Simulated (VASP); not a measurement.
# Pd (Fm-3m) in VASP: a series of runs, part 2 of 2

VASP 6.6.1. The steps go on from the part before.

### 3 Single point, PBE (strain -0.025 along x and y, -0.025 along z)

INCAR

```
SYSTEM = Pd
PREC = Accurate
ENCUT = 520
EDIFF = 1E-6
ISMEAR = 0
SIGMA = 0.15
LREAL = .FALSE.
LASPH = .TRUE.
NELM = 80
ALGO = Fast
ISIF = 2
LWAVE = .FALSE.
LCHARG = .FALSE.
GGA = PE
NBANDS = 11
```

KPOINTS

```
regular mesh
0
G
  20 20 20
  0 0 0
```

POSCAR

```
Pd
1.0
    0.0000000000      1.8962775000      1.8962775000
    1.8962775000      0.0000000000      1.8962775000
    1.8962775000      1.8962775000      0.0000000000
Pd
1
Direct
    0.0000000000      0.0000000000      0.0000000000
```

Potentials or basis: VASP PAW PBE potentials, release 64 (Pd).

Command:

```bash
$ cat potpaw_PBE.64/Pd/POTCAR > POTCAR
$ mpirun -np 1 vasp_std > vasp.out
```

OUTCAR:

```text
SYSTEM = Pd
   PREC = Accurate
   ENCUT = 520
   EDIFF = 1E-6
   ISMEAR = 0
   LREAL = .FALSE.
   LASPH = .TRUE.
   NELM = 80
   ISIF = 2
   GGA = PE

 ion  position               nearest neighbor table
   1  0.000  0.000  0.000-

  LATTYP: Found a face centered cubic cell.
 ALAT       =     3.7925550000

  Lattice vectors:

 A1 = (   0.0000000000,   1.8962775000,   1.8962775000)
 A2 = (   1.8962775000,   0.0000000000,   1.8962775000)
 A3 = (   1.8962775000,   1.8962775000,   0.0000000000)

Analysis of symmetry for initial positions (statically):
=====================================================================
 Subroutine PRICEL returns:
 Original cell was already a primitive cell.

 Routine SETGRP: Setting up the symmetry group for a
 face centered cubic supercell.

 Subroutine GETGRP returns: Found 48 space group operations
 (whereof 48 operations were pure point group operations)
 out of a pool of 48 trial point group operations.

The static configuration has the point symmetry O_h .

Analysis of symmetry for dynamics (positions and initial velocities):
=====================================================================
 Subroutine PRICEL returns:
 Original cell was already a primitive cell.

 Routine SETGRP: Setting up the symmetry group for a
 face centered cubic supercell.

 Subroutine GETGRP returns: Found 48 space group operations
 (whereof 48 operations were pure point group operations)
 out of a pool of 48 trial point group operations.

The dynamic configuration has the point symmetry O_h .

 Subroutine INISYM returns: Found 48 space group operations
 (whereof 48 operations are pure point group operations),
 and found     1 'primitive' translations

----------------------------------------------------------------------------------------

                                     Primitive cell

  volume of cell :      13.6375

  direct lattice vectors                    reciprocal lattice vectors
     0.000000000  1.896277500  1.896277500    -0.263674489  0.263674489  0.263674489
     1.896277500  0.000000000  1.896277500     0.263674489 -0.263674489  0.263674489
     1.896277500  1.896277500  0.000000000     0.263674489  0.263674489 -0.263674489

  length of vectors
     2.681741359  2.681741359  2.681741359     0.456697611  0.456697611  0.456697611

  position of ions in fractional coordinates (direct lattice)
     0.000000000  0.000000000  0.000000000

  ion indices of the primitive-cell ions
   primitive index   ion index
                 1           1

----------------------------------------------------------------------------------------

 KPOINTS: regular mesh

Automatic generation of k-mesh.
 Grid dimensions read from file:
 generate k-points for:   20   20   20

 Generating k-lattice:

  Cartesian coordinates                     Fractional coordinates (reciprocal lattice)
    -0.013183724  0.013183724  0.013183724     0.050000000  0.000000000  0.000000000
     0.013183724 -0.013183724  0.013183724     0.000000000  0.050000000  0.000000000
     0.013183724  0.013183724 -0.013183724     0.000000000  0.000000000  0.050000000

  Length of vectors
     0.022834881  0.022834881  0.022834881

  Shift w.r.t. Gamma in fractional coordinates (k-lattice)
     0.000000000  0.000000000  0.000000000

 Subroutine IBZKPT returns following result:
 ===========================================

 Found    256 irreducible k-points:

 Following reciprocal coordinates:
            Coordinates               Weight
  0.000000  0.000000  0.000000      1.000000
  0.050000  0.000000  0.000000      8.000000
  0.100000  0.000000  0.000000      8.000000
  0.150000  0.000000  0.000000      8.000000
  0.200000  0.000000  0.000000      8.000000
  0.250000  0.000000  0.000000      8.000000
[... 16 lines left out ...]
 -0.400000  0.050000  0.000000     24.000000
 -0.350000  0.050000  0.000000     24.000000
 [... further k-points ...]
   k-points           NKPTS =    256   k-points in BZ     NKDIM =    256   number of bands    NBANDS=     11
   number of dos      NEDOS =    301   number of ions     NIONS =      1
   total plane-waves  NPLWV =   8000
   dimension x,y,z NGX =    20 NGY =   20 NGZ =   20
   dimension x,y,z NGXF=    40 NGYF=   40 NGZF=   40
   ions per type =               1
   NGX,Y,Z   is equivalent  to a cutoff of  12.40, 12.40, 12.40 a.u.
   NGXF,Y,Z  is equivalent  to a cutoff of  24.80, 24.80, 24.80 a.u.
 SYSTEM =  Pd
   PREC   = accura    normal or accurate (medium, high low for compatibility)
   ISTART =      0    job   : 0-new  1-cont  2-samecut
   ICHARG =      2    charge: 1-file 2-atom 10-const
   ISPIN  =      1    spin polarized calculation?
   LNONCOLLINEAR =      F non collinear calculations
   LSORBIT =      F    spin-orbit coupling
   LASPH  =      T    aspherical Exc in radial PAW
   ENCUT  =  520.0 eV  38.22 Ry    6.18 a.u.   4.99  4.99  4.99*2*pi/ulx,y,z
   NELM   =     80;   NELMIN=  2; NELMDL= -5     # of ELM steps
   EDIFF  = 0.1E-05   stopping-criterion for ELM
   LREAL  =      F    real-space projection
   EDIFFG = 0.1E-04   stopping-criterion for IOM
   NSW    =      0    number of steps for IOM
   IBRION =     -1    ionic relax: 0-MD 1-quasi-New 2-CG
   NFREE  =      0    steps in history (QN), initial steepest desc. (CG)
   ISIF   =      2    stress and relaxation
   ISYM   =      2    0-nonsym 1-usesym 2-fastsym
   POTIM  = 0.5000    time-step for ionic-motion
   TEBEG  =    0.0;   TEEND  =   0.0 temperature during run
   PSTRESS=    0.0 pullay stress
   NELECT =      10.0000    total number of electrons
   NUPDOWN=      -1.0000    fix difference up-down
   EMIN   =  10.00;   EMAX   =-10.00  energy-range for DOS
   EFERMI =   0.00;   METHOD = LEGACY
   ISMEAR =     0;   SIGMA  =   0.15  broadening in eV -4-tet -1-fermi 0-gaus
   EFERMI_NEDOS =   21; number of points for ismear=-14 and -15
   IALGO  =     68    algorithm
   IMIX   =      4    mixing-type and parameters
     AMIX     =   0.40;   BMIX     =  1.00
     AMIX_MAG =   1.60;   BMIX_MAG =  1.00
  volume/ion in A,a.u.               =      13.64        92.03
  Fermi-wavevector in a.u.,A,eV,Ry     =   1.476260  2.789727 29.651782  2.179344
  Thomas-Fermi vector in A             =   2.590809
   LORBIT       =      0    0 simple, 1 ext, 2 COOP (PROOUT), +10 PAW based schemes
   GGA     = PE    functional components
   LHFCALC =     F    Hartree Fock is set to
   AEXX    =    0.0000 exact exchange contribution
   IVDW    =     0    specifies the selected vdW correction
   LEPSILON=     F    determine dielectric tensor
   LRPA    =     F    only Hartree local field effects (RPA)
 non-spin polarized calculation
 RMM-DIIS sequential band-by-band and
 Gauss-broadening in eV      SIGMA  =   0.15
  energy-cutoff  :      520.00
  volume of cell :       13.64
 maximum number of plane-waves:       380
   NGX =  9   NGY =  9   NGZ =  9

 number of electron      10.0000001 magnetization

 Free energy of the ion-electron system (eV)
  ---------------------------------------------------
  ext. energy  EPLUGINS =         0.00000000
  ---------------------------------------------------
  free energy    TOTEN  =        -5.10694189 eV

  energy without entropy =       -5.08269884  energy(sigma->0) =       -5.09482037

 E-fermi :  11.1627     XC(G=0): -13.6826

 val. band max:       11.1575162106   @ k =  -0.4500   0.3000   0.0000
 cond. band min:      11.1632745765   @ k =   0.5000   0.1000   0.0000
 fundamental gap:      0.0057583659
 Fermi energy:        11.1627255692

 k-point     1 :       0.0000    0.0000    0.0000
  band No.  band energies     occupation
      1       3.4041      2.00000
      2       7.9447      2.00000
      3       7.9447      2.00000
      4       7.9447      2.00000
      5       9.7750      2.00000
      6       9.7750      2.00000
      7      28.3666      0.00000
      8      33.5997      0.00000
      9      33.5997      0.00000
     10      33.5997      0.00000
     11      39.0255      0.00000

 k-point     2 :       0.0500    0.0000    0.0000
  band No.  band energies     occupation
      1       3.5021      2.00000
      2       7.9067      2.00000
      3       7.9807      2.00000
      4       7.9807      2.00000
      5       9.7565      2.00000
      6       9.7565      2.00000
      7      28.4875      0.00000
      8      32.9655      0.00000
      9      33.7256      0.00000
     10      33.7256      0.00000
     11      39.1085      0.00000
[... 295 lines left out ...]
 k-point    24 :      -0.3500    0.0500    0.0000
  band No.  band energies     occupation
      1       5.4202      2.00000
      2       8.0088      2.00000
      3       8.0826      2.00000
      4       9.5072      2.00000
      5      10.4928      2.00000
      6      11.2513      0.40373
      7      22.1570      0.00000
      8      28.5094      0.00000
      9      33.2013      0.00000
     10      34.9263      0.00000
     11      38.5941      0.00000

 [... further k-points ...]
[... 5 lines left out ...]
  --------------------------------------------------------------------------------------
  -------------------------------------------------------------------------------------
  Total        2.2575532      2.2575532      2.2575532      0.0000000      0.0000000      0.0000000
  in kB      265.2240541    265.2240541    265.2240541      0.0000000      0.0000000      0.0000000
  external PRESSURE =     265.2240541 kB  Pullay stress =       0.0000000 kB

 VOLUME and BASIS-vectors are now :
 -----------------------------------------------------------------------------
  energy-cutoff  :      520.00
  volume of cell :       13.64
      direct lattice vectors                 reciprocal lattice vectors
     0.000000000  1.896277500  1.896277500    -0.263674489  0.263674489  0.263674489
     1.896277500  0.000000000  1.896277500     0.263674489 -0.263674489  0.263674489
     1.896277500  1.896277500  0.000000000     0.263674489  0.263674489 -0.263674489

 POSITION                                       TOTAL-FORCE (eV/Angst)
 -----------------------------------------------------------------------------------
      0.00000      0.00000      0.00000         0.000000      0.000000      0.000000
 -----------------------------------------------------------------------------------
    total drift:                                0.000000     -0.000000     -0.000000

  FREE ENERGIE OF THE ION-ELECTRON SYSTEM (eV)
  ---------------------------------------------------
  free  energy   TOTEN  =        -5.1069418930 eV

  energy  without entropy=       -5.0826988421  energy(sigma->0) =       -5.09482037
```

OSZICAR:

```text
N       E                     dE             d eps       ncg     rms          rms(c)
DAV:   1     0.428249606011E+02    0.42825E+02   -0.51907E+03  5672   0.859E+02
DAV:   2    -0.487218664933E+01   -0.47697E+02   -0.46343E+02  6274   0.186E+02
DAV:   3    -0.540288619385E+01   -0.53070E+00   -0.52755E+00  6820   0.211E+01
DAV:   4    -0.540480425191E+01   -0.19181E-02   -0.19178E-02  6948   0.131E+00
DAV:   5    -0.540482125092E+01   -0.16999E-04   -0.16998E-04  7368   0.114E-01    0.977E+00
RMM:   6    -0.513011509475E+01    0.27471E+00   -0.32475E-01  6042   0.538E+00    0.486E+00
RMM:   7    -0.511151920508E+01    0.18596E-01   -0.12826E-02  6634   0.127E+00    0.229E+00
RMM:   8    -0.510695206379E+01    0.45671E-02   -0.23899E-03  6666   0.463E-01    0.148E-01
RMM:   9    -0.510693143445E+01    0.20629E-04   -0.24098E-04  7340   0.142E-01    0.406E-02
RMM:  10    -0.510694023986E+01   -0.88054E-05   -0.55747E-05  7300   0.591E-02    0.508E-03
RMM:  11    -0.510694147735E+01   -0.12375E-05   -0.17239E-05  7328   0.284E-02    0.562E-03
RMM:  12    -0.510694189305E+01   -0.41570E-06   -0.37159E-06  5990   0.136E-02
   1 F= -.51069419E+01 E0= -.50948204E+01  d E =-.242431E-01
```

It took 14 s on 1 thread of Intel Xeon 6975P-C (Granite Rapids), shared host; peak memory 0.15 GiB.

Results:

| Property | Result |
| --- | --- |
| Free energy | -5.1069 eV |
| Pressure | 26.5 GPa |
| Band gap on the k mesh | zero (band 5 reaches 11.51 eV, above the bottom of band 6 at 9.69 eV) |

Caveat: the cell differs from its parent crystal (strain -0.025 along x and y, -0.025 along z).

### 4 Single point, PBE (strain +0.025 along x and y, +0.025 along z)

INCAR

```
SYSTEM = Pd
ALGO = Fast
EDIFF = 1E-6
ENCUT = 520
GGA = PE
ISIF = 2
ISMEAR = 0
LASPH = .TRUE.
LCHARG = .TRUE.
LELF = .TRUE.
LREAL = .FALSE.
LVHAR = .TRUE.
LWAVE = .FALSE.
NBANDS = 11
NELM = 60
PREC = Accurate
SIGMA = 0.15
```

KPOINTS

```
k-points
0
G
  20 20 20
  0 0 0
```

POSCAR

```
Pd
1.0
    0.0000000000      1.9935225000      1.9935225000
    1.9935225000      0.0000000000      1.9935225000
    1.9935225000      1.9935225000      0.0000000000
Pd
1
Direct
    0.0000000000      0.0000000000      0.0000000000
```

Potentials or basis: VASP PAW PBE potentials, release 64 (Pd).

Command:

```bash
$ cat potpaw_PBE.64/Pd/POTCAR > POTCAR
$ mpirun -np 1 vasp_std > vasp.out
```

OUTCAR:

```text
SYSTEM = Pd
   EDIFF = 1E-6
   ENCUT = 520
   GGA = PE
   ISIF = 2
   ISMEAR = 0
   LASPH = .TRUE.
   LREAL = .FALSE.
   NELM = 60
   PREC = Accurate

 ion  position               nearest neighbor table
   1  0.000  0.000  0.000-

  LATTYP: Found a face centered cubic cell.
 ALAT       =     3.9870450000

  Lattice vectors:

 A1 = (   0.0000000000,   1.9935225000,   1.9935225000)
 A2 = (   1.9935225000,   0.0000000000,   1.9935225000)
 A3 = (   1.9935225000,   1.9935225000,   0.0000000000)

Analysis of symmetry for initial positions (statically):
=====================================================================
 Subroutine PRICEL returns:
 Original cell was already a primitive cell.

 Routine SETGRP: Setting up the symmetry group for a
 face centered cubic supercell.

 Subroutine GETGRP returns: Found 48 space group operations
 (whereof 48 operations were pure point group operations)
 out of a pool of 48 trial point group operations.

The static configuration has the point symmetry O_h .

Analysis of symmetry for dynamics (positions and initial velocities):
[... 159 lines left out ...]
 E-fermi :   8.6161     XC(G=0): -12.7430

 val. band max:        8.6148162547   @ k =  -0.4500   0.3000   0.0500
 cond. band min:       8.6163083526   @ k =   0.5000   0.1500   0.0000
 fundamental gap:      0.0014920979
 Fermi energy:         8.6160876935

 k-point     1 :       0.0000    0.0000    0.0000
  band No.  band energies     occupation
      1       2.0217      2.00000
      2       6.0877      2.00000
      3       6.0877      2.00000
      4       6.0877      2.00000
      5       7.5182      2.00000
      6       7.5182      2.00000
      7      25.7544      0.00000
      8      30.1251      0.00000
      9      30.1251      0.00000
     10      30.1251      0.00000
     11      35.0093      0.00000
[... 309 lines left out ...]
 k-point    24 :      -0.3500    0.0500    0.0000
  band No.  band energies     occupation
      1       3.9917      2.00000
      2       6.1488      2.00000
      3       6.2069      2.00000
      4       7.4100      2.00000
      5       8.0894      2.00000
      6       8.7435      0.22979
      7      18.3639      0.00000
      8      25.6565      0.00000
      9      28.9196      0.00000
     10      30.5799      0.00000
     11      34.2118      0.00000

 [... further k-points ...]
[... 5 lines left out ...]
  --------------------------------------------------------------------------------------
  -------------------------------------------------------------------------------------
  Total       -0.5142365     -0.5142365     -0.5142365      0.0000000     -0.0000000     -0.0000000
  in kB      -51.9972164    -51.9972164    -51.9972164      0.0000000     -0.0000000     -0.0000000
  external PRESSURE =     -51.9972164 kB  Pullay stress =       0.0000000 kB

 VOLUME and BASIS-vectors are now :
 -----------------------------------------------------------------------------
  energy-cutoff  :      520.00
  volume of cell :       15.85
      direct lattice vectors                 reciprocal lattice vectors
     0.000000000  1.993522500  1.993522500    -0.250812318  0.250812318  0.250812318
     1.993522500  0.000000000  1.993522500     0.250812318 -0.250812318  0.250812318
     1.993522500  1.993522500  0.000000000     0.250812318  0.250812318 -0.250812318

 POSITION                                       TOTAL-FORCE (eV/Angst)
 -----------------------------------------------------------------------------------
      0.00000      0.00000      0.00000         0.000000     -0.000000     -0.000000
 -----------------------------------------------------------------------------------
    total drift:                               -0.000000      0.000000     -0.000000

  FREE ENERGIE OF THE ION-ELECTRON SYSTEM (eV)
  ---------------------------------------------------
  free  energy   TOTEN  =        -5.2206577283 eV

  energy  without entropy=       -5.1906800091  energy(sigma->0) =       -5.20566887
```

Run time: 14 s. Hardware: 1 thread of Intel Xeon 6975P-C (Granite Rapids), shared host; peak memory 0.17 GiB.

Results:

```yaml
Free_energy: -5.2207 eV
Pressure: -5.2 GPa
Band_gap_on_the_k_mesh: zero (band 5 reaches 8.87 eV, above the bottom of band 6 at 7.46 eV)
```

Caveat: the cell differs from its parent crystal (strain +0.025 along x and y, +0.025 along z).

### 5 Single point, PBE (strain +0.050 along x and y, +0.050 along z)

INCAR

```
  PREC = Accurate
  ENCUT = 520
  EDIFF = 1E-6
  ISMEAR = 0
  SIGMA = 0.15
  LREAL = F
  LASPH = T
  NELM = 60
  ALGO = Fast
  ISIF = 2
  LWAVE = F
  LCHARG = F
  GGA = PE
  NBANDS = 11
```

KPOINTS

```
Automatic mesh
0
Gamma
  20 20 20
```

POSCAR

```
Pd
1.0
    0.0000000000      2.0421450000      2.0421450000
    2.0421450000      0.0000000000      2.0421450000
    2.0421450000      2.0421450000      0.0000000000
Pd
1
Direct
    0.0000000000      0.0000000000      0.0000000000
```

Command:

```bash
$ cat potpaw_PBE.64/Pd/POTCAR > POTCAR
$ mpirun -np 1 vasp_std > vasp.out
```

Wall time 15 s (1 thread of Intel Xeon 6975P-C (Granite Rapids), shared host); peak memory 0.17 GiB.

The run converged. Its results:

* Free energy: -5.1497 eV
* Pressure: -13.3 GPa
* Band gap on the k mesh: zero (band 5 reaches 7.75 eV, above the bottom of band 6 at 6.51 eV)

Levels at points of the mesh, in eV from the Fermi level:
```
           k point  band 2  band 3  band 4  band 5  band 6  band 7  band 8  band 9
(0.00, 0.00, 0.00)   -2.25   -2.25   -2.25   -0.98   -0.98   17.02   20.99   20.99
(0.50, 0.00, 0.00)   -2.28   -2.28   -0.04   -0.04    1.32    6.26   16.35   19.66
(0.50, 0.50, 0.00)   -4.06   -0.06    0.21    0.21    3.37    9.37   12.42   12.42
```

Caveat: the cell differs from its parent crystal (strain +0.050 along x and y, +0.050 along z).

### 6 The runs side by side

| cell | gap on the mesh (eV) | pressure (GPa) |
| --- | --- | --- |
| a = 2.613 Å, angles 60.0°, 1 atom | none | 54.9 |
| a = 2.682 Å, angles 60.0°, 1 atom | none | 26.5 |
| a = 2.819 Å, angles 60.0°, 1 atom | none | -5.2 |
| a = 2.888 Å, angles 60.0°, 1 atom | none | -13.3 |

Alike in all rows: task single point; level PBE; potentials or basis VASP PAW PBE potentials, release 64 (Pd); no spin polarisation; k mesh 20 × 20 × 20; cutoff (eV) 520; smearing gaussian 0.15 eV.

Total energies depend on the potentials used, so only differences within one code and one set of settings carry meaning.
